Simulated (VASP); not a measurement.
# TiO2 (I4_1/amd) in VASP: notebook

TiO2 is run at these levels: PBE+U; tasks: single point.

All numbers are computed with VASP 6.6.1; they aren't measurements. Logs are shortened: lines on timing, memory, paths and dates and some standing lists are left out, and cuts for length are marked.

## 1. The cell of the first run

It takes space group I4_1/amd (No. 141, tetragonal). Conventional cell: a = 3.690 Å, b = 3.690 Å, c = 9.517 Å, α = 90.00°, β = 90.00°, γ = 90.00°. Within 2.5 Å of Ti (site symmetry -4m2) lie 6 O at 1.89 to 1.95 Å. O (site symmetry 2mm) has 3 Ti at 1.89 to 1.95 Å and 2 O at 2.40 Å within 2.5 Å.

## 2. Single point, PBE+U

INCAR reads:

```
SYSTEM = TiO2
  PREC = Accurate
  ENCUT = 600
  EDIFF = 1E-6
  ISMEAR = 0
  SIGMA = 0.05
  LREAL = .FALSE.
  LASPH = .TRUE.
  NELM = 200
  ALGO = Normal
  ISIF = 2
  LWAVE = .FALSE.
  LCHARG = .FALSE.
  LMAXMIX = 4
  LDAU = .TRUE.
  LDAUTYPE = 2
  LDAUL = 2 -1
  LDAUU = 4 0
  LDAUJ = 0 0
  LDAUPRINT = 1
  GGA = PE
  NBANDS = 33
  GGA_COMPAT = .FALSE.
```

KPOINTS reads:

```
regular mesh
0
G
  8 8 8
  0 0 0
```

POSCAR reads:

```
TiO2
1.0
   -1.8452000000      1.8452000000      4.7584500000
    1.8452000000     -1.8452000000      4.7584500000
    1.8452000000      1.8452000000     -4.7584500000
Ti O
2 4
Direct
    0.0000000000      0.0000000000      0.0000000000
    0.7500000000      0.2500000000      0.5000000000
    0.2052682436      0.2052682436      0.0000000000
    0.9552682436      0.4552682436      0.5000000000
    0.5447317564      0.0447317564      0.5000000000
    0.7947317564      0.7947317564      0.0000000000
```

Potentials or basis: VASP PAW PBE potentials, release 64 (Ti_sv, O).

Command:

```sh
$ cat potpaw_PBE.64/Ti_sv/POTCAR potpaw_PBE.64/O/POTCAR > POTCAR
$ mpirun -np 1 vasp_std > vasp.out
```

OUTCAR:

```text
SYSTEM = TiO2
   PREC = Accurate
   ENCUT = 600
   EDIFF = 1E-6
   ISMEAR = 0
   LREAL = .FALSE.
   LASPH = .TRUE.
   NELM = 200
   ISIF = 2
   GGA = PE

 ion  position               nearest neighbor table
   1  0.000  0.000  0.000-   5 1.89   4 1.89   5 1.89   4 1.89   3 1.95   6 1.95
   2  0.750  0.250  0.500-   6 1.89   3 1.89   6 1.89   3 1.89   4 1.95   5 1.95
   3  0.205  0.205  0.000-   2 1.89   2 1.89   1 1.95
   4  0.955  0.455  0.500-   1 1.89   1 1.89   2 1.95
   5  0.545  0.045  0.500-   1 1.89   1 1.89   2 1.95
   6  0.795  0.795  0.000-   2 1.89   2 1.89   1 1.95

  LATTYP: Found a body centered tetragonal cell.
 ALAT       =     3.6904000000
 C/A-ratio  =     2.5788261435

  Lattice vectors:

 A1 = (  -1.8452000000,   1.8452000000,   4.7584500000)
 A2 = (   1.8452000000,  -1.8452000000,   4.7584500000)
 A3 = (   1.8452000000,   1.8452000000,  -4.7584500000)

Analysis of symmetry for initial positions (statically):
=====================================================================
 Subroutine PRICEL returns:
 Original cell was already a primitive cell.

 Routine SETGRP: Setting up the symmetry group for a
 body centered tetragonal supercell.

 Subroutine GETGRP returns: Found 16 space group operations
 (whereof  8 operations were pure point group operations)
 out of a pool of 16 trial point group operations.

The static configuration has the point symmetry D_2d.
 The point group associated with its full space group is D_4h.

Analysis of symmetry for dynamics (positions and initial velocities):
=====================================================================
 Subroutine PRICEL returns:
 Original cell was already a primitive cell.

 Routine SETGRP: Setting up the symmetry group for a
 body centered tetragonal supercell.

 Subroutine GETGRP returns: Found 16 space group operations
 (whereof  8 operations were pure point group operations)
 out of a pool of 16 trial point group operations.

The dynamic configuration has the point symmetry D_2d.
 The point group associated with its full space group is D_4h.

 Subroutine INISYM returns: Found 16 space group operations
 (whereof  8 operations are pure point group operations),
 and found     1 'primitive' translations

----------------------------------------------------------------------------------------

                                     Primitive cell

  volume of cell :      64.8056

  direct lattice vectors                    reciprocal lattice vectors
    -1.845200000  1.845200000  4.758450000     0.000000000  0.270973336  0.105076233
     1.845200000 -1.845200000  4.758450000     0.270973336  0.000000000  0.105076233
     1.845200000  1.845200000 -4.758450000     0.270973336  0.270973336  0.000000000

  length of vectors
     5.427004006  5.427004006  5.427004006     0.290633039  0.290633039  0.383214167

  position of ions in fractional coordinates (direct lattice)
     0.000000000  0.000000000  0.000000000
     0.750000000  0.250000000  0.500000000
     0.205268244  0.205268244  0.000000000
     0.955268244  0.455268244  0.500000000
     0.544731756  0.044731756  0.500000000
     0.794731756  0.794731756  0.000000000

  ion indices of the primitive-cell ions
   primitive index   ion index
                 1           1
                 2           2
                 3           3
                 4           4
                 5           5
                 6           6

[... 107 lines left out ...]
 Gauss-broadening in eV      SIGMA  =   0.05
  energy-cutoff  :      600.00
  volume of cell :       64.81
 maximum number of plane-waves:      2199
 NGX is ok and might be reduce to    48
   NGX = 21   NGY = 21   NGZ = 21

atom =   1  type =  1  l = 2

 onsite density matrix

spin component  1

  0.1095 -0.0000  0.0000  0.0000 -0.0000
 -0.0000  0.1100 -0.0000  0.0000  0.0000
  0.0000 -0.0000  0.2596  0.0000 -0.0000
  0.0000  0.0000  0.0000  0.1100  0.0000
 -0.0000  0.0000 -0.0000  0.0000  0.2702

spin component  2

  0.1095 -0.0000  0.0000  0.0000 -0.0000
 -0.0000  0.1100 -0.0000  0.0000  0.0000
  0.0000 -0.0000  0.2596  0.0000 -0.0000
  0.0000  0.0000  0.0000  0.1100  0.0000
 -0.0000  0.0000 -0.0000  0.0000  0.2702

 occupancies and eigenvectors

  o =  0.1095  v =  1.0000  0.0000  0.0000  0.0000  0.0000  0.0000  0.0000  0.0000  0.0000  0.0000      0.0000  0.0000  0.0000  0.0000  0.0000  0.0000  0.0000  0.0000  0.0000  0.0000
  o =  0.1095  v =  0.0000  0.0000  0.0000  0.0000  0.0000  1.0000  0.0000  0.0000  0.0000  0.0000      0.0000  0.0000  0.0000  0.0000  0.0000  0.0000  0.0000  0.0000  0.0000  0.0000
  o =  0.1100  v =  0.0000 -0.9293 -0.0000 -0.3693  0.0000  0.0000  0.0000  0.0000  0.0000  0.0000      0.0000  0.0000  0.0000  0.0000  0.0000  0.0000  0.0000  0.0000  0.0000  0.0000
  o =  0.1100  v =  0.0000  0.0000  0.0000  0.0000  0.0000  0.0000 -0.9293 -0.0000 -0.3693  0.0000      0.0000  0.0000  0.0000  0.0000  0.0000  0.0000  0.0000  0.0000  0.0000  0.0000
  o =  0.1100  v =  0.0000 -0.3693 -0.0000  0.9293 -0.0000  0.0000  0.0000  0.0000  0.0000  0.0000      0.0000  0.0000  0.0000  0.0000  0.0000  0.0000  0.0000  0.0000  0.0000  0.0000
  o =  0.1100  v =  0.0000  0.0000  0.0000  0.0000  0.0000  0.0000 -0.3693 -0.0000  0.9293 -0.0000      0.0000  0.0000  0.0000  0.0000  0.0000  0.0000  0.0000  0.0000  0.0000  0.0000
  o =  0.2596  v =  0.0000  0.0000 -1.0000  0.0000 -0.0000  0.0000  0.0000  0.0000  0.0000  0.0000      0.0000  0.0000  0.0000  0.0000  0.0000  0.0000  0.0000  0.0000  0.0000  0.0000
  o =  0.2596  v =  0.0000  0.0000  0.0000  0.0000  0.0000  0.0000  0.0000 -1.0000  0.0000 -0.0000      0.0000  0.0000  0.0000  0.0000  0.0000  0.0000  0.0000  0.0000  0.0000  0.0000
  o =  0.2702  v =  0.0000  0.0000  0.0000  0.0000  0.0000  0.0000  0.0000 -0.0000  0.0000  1.0000      0.0000  0.0000  0.0000  0.0000  0.0000  0.0000  0.0000  0.0000  0.0000  0.0000
  o =  0.2702  v =  0.0000  0.0000 -0.0000  0.0000  1.0000  0.0000  0.0000  0.0000  0.0000  0.0000      0.0000  0.0000  0.0000  0.0000  0.0000  0.0000  0.0000  0.0000  0.0000  0.0000

atom =   2  type =  1  l = 2

 onsite density matrix

spin component  1

  0.1095 -0.0000  0.0000  0.0000 -0.0000
 -0.0000  0.1100 -0.0000  0.0000  0.0000
  0.0000 -0.0000  0.2596 -0.0000 -0.0000
  0.0000  0.0000 -0.0000  0.1100  0.0000
 -0.0000  0.0000 -0.0000  0.0000  0.2702

spin component  2

  0.1095 -0.0000  0.0000  0.0000 -0.0000
 -0.0000  0.1100 -0.0000  0.0000  0.0000
  0.0000 -0.0000  0.2596 -0.0000 -0.0000
  0.0000  0.0000 -0.0000  0.1100  0.0000
 -0.0000  0.0000 -0.0000  0.0000  0.2702

 occupancies and eigenvectors

  o =  0.1095  v =  1.0000  0.0000  0.0000  0.0000  0.0000  0.0000  0.0000  0.0000  0.0000  0.0000      0.0000  0.0000  0.0000  0.0000  0.0000  0.0000  0.0000  0.0000  0.0000  0.0000
  o =  0.1095  v =  0.0000  0.0000  0.0000  0.0000  0.0000  1.0000  0.0000  0.0000  0.0000  0.0000      0.0000  0.0000  0.0000  0.0000  0.0000  0.0000  0.0000  0.0000  0.0000  0.0000
  o =  0.1100  v =  0.0000  0.9830  0.0000  0.1837  0.0000  0.0000  0.0000  0.0000  0.0000  0.0000      0.0000  0.0000  0.0000  0.0000  0.0000  0.0000  0.0000  0.0000  0.0000  0.0000
  o =  0.1100  v =  0.0000 -0.1837 -0.0000  0.9830 -0.0000  0.0000  0.0000  0.0000  0.0000  0.0000      0.0000  0.0000  0.0000  0.0000  0.0000  0.0000  0.0000  0.0000  0.0000  0.0000
  o =  0.1100  v =  0.0000  0.0000  0.0000  0.0000  0.0000  0.0000 -0.1837 -0.0000  0.9830 -0.0000      0.0000  0.0000  0.0000  0.0000  0.0000  0.0000  0.0000  0.0000  0.0000  0.0000
  o =  0.1100  v =  0.0000  0.0000  0.0000  0.0000  0.0000  0.0000  0.9830  0.0000  0.1837  0.0000      0.0000  0.0000  0.0000  0.0000  0.0000  0.0000  0.0000  0.0000  0.0000  0.0000
  o =  0.2596  v =  0.0000 -0.0000  1.0000 -0.0000 -0.0000  0.0000  0.0000  0.0000  0.0000  0.0000      0.0000  0.0000  0.0000  0.0000  0.0000  0.0000  0.0000  0.0000  0.0000  0.0000
  o =  0.2596  v =  0.0000  0.0000  0.0000  0.0000  0.0000  0.0000 -0.0000  1.0000 -0.0000 -0.0000      0.0000  0.0000  0.0000  0.0000  0.0000  0.0000  0.0000  0.0000  0.0000  0.0000
  o =  0.2702  v =  0.0000  0.0000  0.0000  0.0000 -1.0000  0.0000  0.0000  0.0000  0.0000  0.0000      0.0000  0.0000  0.0000  0.0000  0.0000  0.0000  0.0000  0.0000  0.0000  0.0000
  o =  0.2702  v =  0.0000  0.0000  0.0000  0.0000  0.0000  0.0000  0.0000  0.0000  0.0000 -1.0000      0.0000  0.0000  0.0000  0.0000  0.0000  0.0000  0.0000  0.0000  0.0000  0.0000

 number of electron      48.0000000 magnetization

 Free energy of the ion-electron system (eV)
  ---------------------------------------------------
  ext. energy  EPLUGINS =         0.00000000
  ---------------------------------------------------
  free energy    TOTEN  =       -47.87081623 eV

  energy without entropy =      -47.87081623  energy(sigma->0) =      -47.87081623

 E-fermi :   4.4388     XC(G=0): -10.9961

 val. band max:        4.0418327365   @ k =  -0.3750   0.3750   0.0000
 cond. band min:       7.0164472234   @ k =   0.0000   0.0000   0.0000
 fundamental gap:      2.9746144869
 Fermi energy:         4.4387945849

 k-point     1 :       0.0000    0.0000    0.0000
  band No.  band energies     occupation
      1     -52.9716      2.00000
      2     -52.9030      2.00000
      3     -29.4624      2.00000
      4     -29.1837      2.00000
      5     -29.1837      2.00000
      6     -29.1075      2.00000
[... 853 lines left out ...]
     32      11.2182      0.00000
     33      11.8219      0.00000

 [... further k-points ...]

------------------------ aborting loop because EDIFF is reached ----------------------------------------

  FORCE on cell =-STRESS in cart. coord.  units (eV):
  Direction    XX          YY          ZZ          XY          YZ          ZX
  --------------------------------------------------------------------------------------
  -------------------------------------------------------------------------------------
  Total       11.9017115     11.9017115     10.9921633      0.0000000     -0.0000000      0.0000000
  in kB      294.2439941    294.2439941    271.7573882      0.0000000     -0.0000000      0.0000000
  external PRESSURE =     286.7484588 kB  Pullay stress =       0.0000000 kB

 VOLUME and BASIS-vectors are now :
 -----------------------------------------------------------------------------
  energy-cutoff  :      600.00
  volume of cell :       64.81
      direct lattice vectors                 reciprocal lattice vectors
    -1.845200000  1.845200000  4.758450000     0.000000000  0.270973336  0.105076233
     1.845200000 -1.845200000  4.758450000     0.270973336  0.000000000  0.105076233
     1.845200000  1.845200000 -4.758450000     0.270973336  0.270973336  0.000000000

 POSITION                                       TOTAL-FORCE (eV/Angst)
 -----------------------------------------------------------------------------------
      0.00000      0.00000      0.00000        -0.000000     -0.000000     -0.000000
      0.00000      1.84520      2.37922        -0.000000     -0.000000     -0.000000
      0.00000      0.00000      1.95352        -0.000000      0.000000      0.625523
      0.00000      1.84520      4.33274         0.000000     -0.000000      0.625523
     -0.00000      1.84520      0.42571         0.000000     -0.000000     -0.625523
      0.00000      0.00000      7.56338        -0.000000      0.000000     -0.625523
 -----------------------------------------------------------------------------------
    total drift:                                0.000000      0.000000     -0.000000

  FREE ENERGIE OF THE ION-ELECTRON SYSTEM (eV)
  ---------------------------------------------------
  free  energy   TOTEN  =       -47.8708162323 eV

  energy  without entropy=      -47.8708162323  energy(sigma->0) =      -47.87081623
```

Wall time 12 min (1 thread of Oxide Virtual Turin-like, shared host); peak memory 0.35 GiB.

Results:

| Quantity | Value |
| --- | --- |
| Free energy | -47.8708 eV |
| Pressure | 28.7 GPa |
| Largest force | 0.626 eV/Å |
| Band gap on the k mesh | 2.97 eV (least direct gap 3.24 eV) |

Forces in eV/Å, atoms in the order of the input:
```
Ti   0.000  0.000  0.000
Ti   0.000  0.000  0.000
O    0.000  0.000  0.626
O    0.000  0.000  0.626
O    0.000  0.000 -0.626
O    0.000  0.000 -0.626
```

Levels at points of the mesh, in eV from the valence-band top:
```
           k point  band 21  band 22  band 23  band 24  band 25  band 26  band 27  band 28
(0.00, 0.00, 0.00)    -0.67    -0.67    -0.43    -0.43     2.97     3.77     5.02     5.02
(0.50, 0.00, 0.00)    -1.93    -0.95    -0.72    -0.66     4.16     4.37     4.51     4.53
(0.50, 0.50, 0.00)    -2.04    -2.04    -0.03    -0.03     4.17     4.17     4.65     4.65
(0.50, 0.50, 0.50)    -1.20    -1.20    -0.03    -0.03     3.36     3.36     4.80     4.80
```

Eigenvalues of the final occupation matrices:
| site | spin | trace | eigenvalues |
| --- | --- | --- | --- |
| site 1 d | 1 | 0.86 | 0.11 0.11 0.11 0.26 0.27 |
| site 1 d | 2 | 0.86 | 0.11 0.11 0.11 0.26 0.27 |
| site 2 d | 1 | 0.86 | 0.11 0.11 0.11 0.26 0.27 |
| site 2 d | 2 | 0.86 | 0.11 0.11 0.11 0.26 0.27 |

Caveat: the cell stands under pressure. A k mesh can miss the band edges.

## 3. Single point, PBE+U

This run uses another cell than the first one, of 11.39 Å³/atom.

INCAR reads:

```
  ALGO = Normal
  EDIFF = 1E-6
  ENCUT = 600
  GGA = PE
  GGA_COMPAT = False
  ISIF = 2
  ISMEAR = 0
  LASPH = True
  LCHARG = False
  LDAU = True
  LDAUJ = 0 0
  LDAUL = 2 -1
  LDAUPRINT = 1
  LDAUTYPE = 2
  LDAUU = 4 0
  LMAXMIX = 4
  LREAL = False
  LWAVE = False
  NBANDS = 33
  NELM = 200
  PREC = Accurate
  SIGMA = 0.05
```

KPOINTS reads:

```
k-points
0
Gamma
  8 8 8
```

Edit POSCAR of step 2 so:

```diff
@@ -2,5 +2,5 @@
 1.0
-   -1.8452000000      1.8452000000      4.7584500000
-    1.8452000000     -1.8452000000      4.7584500000
-    1.8452000000      1.8452000000     -4.7584500000
+   -1.8452000000      1.8452000000      5.0191500000
+    1.8452000000     -1.8452000000      5.0191500000
+    1.8452000000      1.8452000000     -5.0191500000
 Ti O
```

Potentials or basis: VASP PAW PBE potentials, release 64 (Ti_sv, O).

Command:

```sh
$ cat potpaw_PBE.64/Ti_sv/POTCAR potpaw_PBE.64/O/POTCAR > POTCAR
$ mpirun -np 1 vasp_std > vasp.out
```

It took 10 min on 1 thread of Oxide Virtual Turin-like, shared host; peak memory 0.35 GiB.

It converged, with:

```yaml
Free_energy: -48.1917 eV
Pressure: 14.5 GPa
Largest_force: 0.415 eV/Å
Band_gap_on_the_k_mesh: 2.85 eV (least direct gap 3.20 eV)
```

Forces in eV/Å, atoms in the order of the input:
```
Ti   0.000  0.000  0.000
Ti   0.000  0.000  0.000
O    0.000  0.000 -0.415
O    0.000  0.000 -0.415
O    0.000  0.000  0.415
O    0.000  0.000  0.415
```

Stress tensor (GPa, compression positive):
```
20.07  0.00  0.00
 0.00 20.07  0.00
 0.00  0.00  3.22
```

Levels at points of the mesh, in eV from the valence-band top:
| k point | band 20 | band 21 | band 22 | band 23 | band 24 | band 25 | band 26 | band 27 | band 28 | band 29 |
| --- | --- | --- | --- | --- | --- | --- | --- | --- | --- | --- |
| (0.00, 0.00, 0.00) | -0.97 | -0.96 | -0.96 | -0.44 | -0.44 | 2.85 | 3.44 | 4.75 | 4.75 | 4.76 |
| (0.50, 0.00, 0.00) | -1.88 | -1.87 | -1.00 | -0.91 | -0.78 | 4.00 | 4.01 | 4.13 | 4.27 | 4.91 |
| (0.50, 0.50, 0.00) | -2.51 | -2.09 | -2.09 | -0.05 | -0.05 | 3.76 | 3.76 | 4.26 | 4.26 | 5.61 |
| (0.50, 0.50, 0.50) | -1.46 | -1.35 | -1.35 | -0.15 | -0.15 | 3.14 | 3.14 | 4.53 | 4.53 | 4.97 |

Eigenvalues of the final occupation matrices:
| site | spin | trace | eigenvalues |
| --- | --- | --- | --- |
| site 1 d | 1 | 0.83 | 0.11 0.11 0.12 0.22 0.27 |
| site 1 d | 2 | 0.83 | 0.11 0.11 0.12 0.22 0.27 |
| site 2 d | 1 | 0.83 | 0.11 0.11 0.12 0.22 0.27 |
| site 2 d | 2 | 0.83 | 0.11 0.11 0.12 0.22 0.27 |

Caveat: the stress differs along the axes, from 3 to 20 GPa.

## 4. Single point, PBE+U

This run uses another cell than the first one, of 11.48 Å³/atom.

INCAR reads:

```
PREC = Accurate
ENCUT = 600
EDIFF = 1E-6
ISMEAR = 0
SIGMA = 0.05
LREAL = False
LASPH = True
NELM = 200
ALGO = Normal
ISIF = 2
LWAVE = False
LCHARG = True
LMAXMIX = 4
LDAU = True
LDAUTYPE = 2
LDAUL = 2 -1
LDAUU = 4 0
LDAUJ = 0 0
LDAUPRINT = 1
GGA = PE
LELF = True
LVHAR = True
NBANDS = 33
GGA_COMPAT = False
```

KPOINTS reads:

```
regular mesh
0
Gamma
  8 8 8
```

Edit POSCAR of step 3 so:

```diff
@@ -2,5 +2,5 @@
 1.0
-   -1.8452000000      1.8452000000      5.0191500000
-    1.8452000000     -1.8452000000      5.0191500000
-    1.8452000000      1.8452000000     -5.0191500000
+   -1.8770500000      1.8770500000      4.8887928505
+    1.8770500000     -1.8770500000      4.8887928505
+    1.8770500000      1.8770500000     -4.8887928505
 Ti O
```

Command:

```sh
$ cat potpaw_PBE.64/Ti_sv/POTCAR potpaw_PBE.64/O/POTCAR > POTCAR
$ mpirun -np 1 vasp_std > vasp.out
```

It took 12 min on 1 thread of Oxide Virtual Turin-like, shared host; peak memory 0.36 GiB.

Results (log left out):

- Free energy: -48.3755 eV
- Pressure: 11.7 GPa
- Largest force: 0.109 eV/Å
- Band gap on the k mesh: 2.79 eV (least direct gap 3.08 eV)

Forces in eV/Å, atoms in the order of the input:
```
Ti   0.000  0.000  0.000
Ti   0.000  0.000  0.000
O    0.000  0.000  0.109
O    0.000  0.000  0.109
O    0.000  0.000 -0.109
O    0.000  0.000 -0.109
```

Stress tensor (GPa, compression positive):
```
13.43  0.00  0.00
 0.00 13.43  0.00
 0.00  0.00  8.10
```

Levels at points of the mesh, in eV from the valence-band top:
| k point | band 22 | band 23 | band 24 | band 25 | band 26 | band 27 |
| --- | --- | --- | --- | --- | --- | --- |
| (0.00, 0.00, 0.00) | -0.78 | -0.40 | -0.40 | 2.79 | 3.47 | 4.63 |
| (0.50, 0.00, 0.00) | -0.87 | -0.86 | -0.69 | 3.88 | 4.02 | 4.16 |
| (0.50, 0.50, 0.00) | -1.97 | -0.04 | -0.04 | 3.83 | 3.83 | 4.28 |
| (0.50, 0.50, 0.50) | -1.24 | -0.08 | -0.08 | 3.12 | 3.12 | 4.43 |

Eigenvalues of the final occupation matrices:
```
    site  spin  trace               eigenvalues
site 1 d     1   0.82  0.10 0.10 0.11 0.24 0.26
site 1 d     2   0.82  0.10 0.10 0.11 0.24 0.26
site 2 d     1   0.82  0.10 0.10 0.11 0.24 0.26
site 2 d     2   0.82  0.10 0.10 0.11 0.24 0.26
```

Caveat: the stress differs along the axes, from 8 to 13 GPa. A k mesh can miss the band edges.

## 5. The runs side by side

| cell | gap on the mesh (eV) | pressure (GPa) | largest force (eV/Å) |
| --- | --- | --- | --- |
| a = 5.427 Å, angles 140.2, 140.2, 57.5°, 6 atoms | 2.97 | 28.7 | 0.63 |
| a = 5.657 Å, angles 141.9, 141.9, 54.9°, 6 atoms | 2.85 | 14.5 | 0.41 |
| a = 5.563 Å, angles 140.6, 140.6, 57.0°, 6 atoms | 2.79 | 11.7 | 0.11 |

Alike in all rows: task single point; level PBE+U; potentials or basis VASP PAW PBE potentials, release 64 (Ti_sv, O); no spin polarisation; Ti d U = 4.0 eV; k mesh 8 × 8 × 8; cutoff (eV) 600; smearing gaussian 0.05 eV.

Caveats: the cell stands under pressure (at least some runs); the stress differs along the axes, from 3 to 20 GPa (at least some runs); the stress differs along the axes, from 8 to 13 GPa (at least some runs).

Absolute energies hang on the potentials; compare differences alone.
